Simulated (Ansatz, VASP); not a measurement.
**Li2S in VASP and in Ansatz**

```xyz
3
Lattice="0.0000 2.9011 2.9011 2.9011 0.0000 2.9011 2.9011 2.9011 0.0000" Properties=species:S:1:pos:R:3 pbc="T T T"
Li    1.4505    1.4505    1.4505
Li    4.3516    4.3516    4.3516
S     0.0000    0.0000    0.0000
```

Alike in both runs: task single point; functional r2SCAN; k mesh 6 × 6 × 6; no spin polarisation.

```csv
,VASP,Ansatz
version,VASP 6.6.1,Ansatz 0.2.0
potentials or method,"VASP PAW PBE potentials, release 64 (Li_sv, S)","plane waves, PAW"
plane-wave cutoff (eV),830,500
occupations,"gaussian, width 0.01 eV",fixed
valence electrons in the cell,12,12
```

|  | VASP | Ansatz | Ansatz less VASP |
| --- | --- | --- | --- |
| gap on the k mesh at the Fermi level (eV) | 3.88 | 3.90 | +0.019 |
| pressure (GPa) | -2.4 | -2.2 | +0.24 |

VASP's potentials were made for PBE, not for r2SCAN.
